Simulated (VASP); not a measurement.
# Re (P6_3/mmc) in VASP: a series of runs, part 2 of 2

VASP 6.6.1. The steps go on from the part before.

### Step 4. Single point, r2SCAN+D4

This run uses another cell than the first one, of 13.83 Å³/atom.

Contents of POSCAR:

```
Re
1.0
    2.7044413289      0.0000000000      0.0000000000
   -1.3522206645      2.3421148939      0.0000000000
    0.0000000000      0.0000000000      4.3671907899
Re
2
Direct
    0.6666666667      0.3333333333      0.7500000000
    0.3333333333      0.6666666667      0.2500000000
```

Contents of INCAR.step1:

```
SYSTEM = Re
PREC = Accurate ; ENCUT = 520
ISMEAR = -1 ; SIGMA = 0.05
LREAL = .False. ; LASPH = .True.
NELM = 100 ; NBANDS = 14
GGA = PE ; ALGO = Normal
EDIFF = 1E-4 ; LWAVE = .True.
LCHARG = .False.
```

Contents of INCAR.step2:

```
SYSTEM = Re
PREC = Accurate ; ENCUT = 520
EDIFF = 1E-6 ; ISMEAR = -1
SIGMA = 0.05 ; LREAL = .False.
LASPH = .True. ; NELM = 100
ALGO = Normal ; ISIF = 2
LWAVE = .False. ; LCHARG = .False.
METAGGA = R2SCAN ; LMIXTAU = .True.
IVDW = 13 ; VDW_S6 = 1.0
VDW_S8 = 0.6018749 ; VDW_A1 = 0.51559235
VDW_A2 = 5.77342911 ; NBANDS = 14
ISTART = 1
```

Contents of KPOINTS:

```
Automatic mesh
0
Gamma
  11 11 6
  0 0 0
```

Command:

```
> cat potpaw_PBE.64/Re/POTCAR > POTCAR
> cp INCAR.step1 INCAR
> mpirun -np 1 vasp_std > vasp.out
> cp INCAR.step2 INCAR
> mpirun -np 1 vasp_std > vasp.out
```

It took 2.1 min on 1 thread of Intel Xeon 8259CL, shared host; peak memory 0.16 GiB.

Results (log left out):

* Free energy: -105.2176 eV
* Pressure: 25.3 GPa
* Band gap on the k mesh: zero (bands 7 and 8 overlap by 3.49 eV)
* Dispersion energy per atom: -0.229 eV

Stress tensor (GPa, compression positive):
```
24.97  0.00  0.00
 0.00 24.97  0.00
 0.00  0.00 25.84
```

Levels at points of the mesh, in eV from the Fermi level:
```tsv
k point	band 4	band 5	band 6	band 7	band 8	band 9	band 10	band 11
(0.00, 0.00, 0.00)	-1.82	-1.82	-0.86	-0.86	0.20	0.20	0.70	3.80
(0.00, 0.00, 0.50)	-2.71	-1.96	-1.96	-1.96	-1.96	2.89	2.89	2.89
```

Caveat: the cell stands under pressure; the PAW data sets were made with another functional, which shifts forces and pressure a little; spin-orbit coupling is left out, which moves the levels of the heavy elements.

### Step 5. Single point, r2SCAN+D4

This run uses another cell than the first one, of 14.13 Å³/atom.

Contents of POSCAR:

```
Re
1.0
    2.7234873179      0.0000000000      0.0000000000
   -1.3617436590      2.3586092042      0.0000000000
    0.0000000000      0.0000000000      4.3979466679
Re
2
Direct
    0.6666666667      0.3333333333      0.7500000000
    0.3333333333      0.6666666667      0.2500000000
```

Contents of INCAR.step1:

```
SYSTEM = Re
PREC     = Accurate       ! precision mode
ENCUT    = 520            ! plane-wave cutoff, eV
ISMEAR   = -1             ! smearing method
SIGMA    = 0.05           ! smearing width, eV
LREAL    = .FALSE.        ! projectors in reciprocal space
LASPH    = .TRUE.         ! aspherical terms in the spheres
NELM     = 60             ! most SCF steps
NBANDS   = 14             ! bands
GGA      = PE             ! functional
ALGO     = Normal         ! electronic algorithm
EDIFF    = 1E-4           ! SCF threshold, eV
LWAVE    = .TRUE.         ! write WAVECAR
LCHARG   = .FALSE.        ! write CHGCAR
```

Contents of INCAR.step2:

```
SYSTEM = Re
PREC     = Accurate       ! precision mode
ENCUT    = 520            ! plane-wave cutoff, eV
EDIFF    = 1E-6           ! SCF threshold, eV
ISMEAR   = -1             ! smearing method
SIGMA    = 0.05           ! smearing width, eV
LREAL    = .FALSE.        ! projectors in reciprocal space
LASPH    = .TRUE.         ! aspherical terms in the spheres
NELM     = 60             ! most SCF steps
ALGO     = Normal         ! electronic algorithm
ISIF     = 2              ! what is computed and relaxed
LWAVE    = .FALSE.        ! write WAVECAR
LCHARG   = .TRUE.         ! write CHGCAR
METAGGA  = R2SCAN         ! meta-GGA
LMIXTAU  = .TRUE.       
IVDW     = 13             ! dispersion correction
VDW_S6   = 1.0          
VDW_S8   = 0.6018749    
VDW_A1   = 0.51559235   
VDW_A2   = 5.77342911   
LELF     = .TRUE.         ! ELF
LVHAR    = .TRUE.       
NBANDS   = 14             ! bands
ISTART   = 1
```

Contents of KPOINTS:

```
regular mesh
0
G
  11 11 6
  0 0 0
```

Potentials or basis: VASP PAW PBE potentials, release 64 (Re).

Command:

```
> cat potpaw_PBE.64/Re/POTCAR > POTCAR
> cp INCAR.step1 INCAR
> mpirun -np 1 vasp_std > vasp.out
> cp INCAR.step2 INCAR
> mpirun -np 1 vasp_std > vasp.out
```

OUTCAR:

```text
SYSTEM = Re
   PREC = Accurate
   ENCUT = 520
   EDIFF = 1E-6
   ISMEAR = -1
   LREAL = .FALSE.
   LASPH = .TRUE.
   NELM = 60
   ISIF = 2
   METAGGA = R2SCAN
   IVDW = 13
   ISTART = 1

 ion  position               nearest neighbor table
   1  0.667  0.333  0.750-   2 2.70   2 2.70   2 2.70   2 2.70   2 2.70   2 2.70
   2  0.333  0.667  0.250-   1 2.70   1 2.70   1 2.70   1 2.70   1 2.70   1 2.70

  LATTYP: Found a hexagonal cell.
 ALAT       =     2.7234873179
 C/A-ratio  =     1.6148217908

  Lattice vectors:

 A1 = (   2.7234873179,   0.0000000000,   0.0000000000)
[... 596 lines left out ...]

  DFT-D4 for vdW energy calculation

  Edisp (eV):   -0.44954

  FORCE on cell =-STRESS in cart. coord.  units (eV):
  Direction    XX          YY          ZZ          XY          YZ          ZX
  --------------------------------------------------------------------------------------
  -------------------------------------------------------------------------------------
  Total       2.60469     2.60469     2.75708    -0.00000    -0.00000     0.00000
  in kB     147.71861   147.71861   156.36080    -0.00000    -0.00000     0.00000
  external pressure =      150.60 kB  Pullay stress =        0.00 kB

 VOLUME and BASIS-vectors are now :
 -----------------------------------------------------------------------------
  energy-cutoff  :      520.00
  volume of cell :       28.25
      direct lattice vectors                 reciprocal lattice vectors
     2.723487318  0.000000000  0.000000000     0.367176301  0.211989336  0.000000000
    -1.361743659  2.358609204  0.000000000     0.000000000  0.423978673  0.000000000
     0.000000000  0.000000000  4.397946668     0.000000000  0.000000000  0.227378837

 POSITION                                       TOTAL-FORCE (eV/Angst)
 -----------------------------------------------------------------------------------
      1.36174      0.78620      3.29846        -0.000000      0.000000      0.000000
     -0.00000      1.57241      1.09949         0.000000     -0.000000      0.000000
 -----------------------------------------------------------------------------------
    total drift:                               -0.000000      0.000000     -0.000000

  FREE ENERGIE OF THE ION-ELECTRON SYSTEM (eV)
  ---------------------------------------------------
  free  energy   TOTEN  =      -105.2919133913 eV

  energy  without entropy=     -105.2795494557  energy(sigma->0) =     -105.28573142
```

OUTCAR.step1:

```text
SYSTEM = Re
   PREC = Accurate
   ENCUT = 520
   ISMEAR = -1
   LREAL = .FALSE.
   LASPH = .TRUE.
[... 631 lines left out ...]
      1.36174      0.78620      3.29846         0.000000     -0.000000      0.000000
     -0.00000      1.57241      1.09949        -0.000000      0.000000      0.000000
 -----------------------------------------------------------------------------------
    total drift:                               -0.000000      0.000000     -0.000000

  FREE ENERGIE OF THE ION-ELECTRON SYSTEM (eV)
  ---------------------------------------------------
  free  energy   TOTEN  =       -24.7414524336 eV

  energy  without entropy=      -24.7290250740  energy(sigma->0) =      -24.73523875
```

Wall time 2.5 min (1 thread of Intel Xeon 8259CL, shared host); peak memory 0.16 GiB.

Results:

| Item | Value |
| --- | --- |
| Free energy | -105.2919 eV |
| Pressure | 15.1 GPa |
| Band gap on the k mesh | zero (bands 7 and 8 overlap by 3.35 eV) |
| Dispersion energy per atom | -0.225 eV |

Caveat: the cell stands under pressure; the PAW data sets were made with another functional, which shifts forces and pressure a little; spin-orbit coupling is left out, which moves the levels of the heavy elements.

### Step 6. The runs side by side

| level | cell | gap on the mesh (eV) | pressure (GPa) |
| --- | --- | --- | --- |
| BLYP+D3(BJ) | a = 2.797, b = 2.797, c = 4.517 Å, angles 90.0, 90.0, 120.0°, 2 atoms | none | -10.0 |
| BLYP+D3(BJ) | a = 2.815, b = 2.815, c = 4.546 Å, angles 90.0, 90.0, 120.0°, 2 atoms | none | -15.9 |
| r2SCAN+D4 | a = 2.704, b = 2.704, c = 4.367 Å, angles 90.0, 90.0, 120.0°, 2 atoms | none | 25.3 |
| r2SCAN+D4 | a = 2.723, b = 2.723, c = 4.398 Å, angles 90.0, 90.0, 120.0°, 2 atoms | none | 15.1 |

Alike in all rows: task single point; potentials or basis VASP PAW PBE potentials, release 64 (Re); no spin polarisation; k mesh 11 × 11 × 6; cutoff (eV) 520; smearing fermi-dirac 0.05 eV.

Caveats: the PAW data sets were made with another functional, which shifts forces and pressure a little; spin-orbit coupling is left out, which moves the levels of the heavy elements; the cell stands under tension (at least some runs); the dispersion term is far too large for a dense solid, which distorts pressure and volume (at least some runs); the cell stands under pressure (at least some runs).

Absolute energies hang on the potentials; compare differences alone.
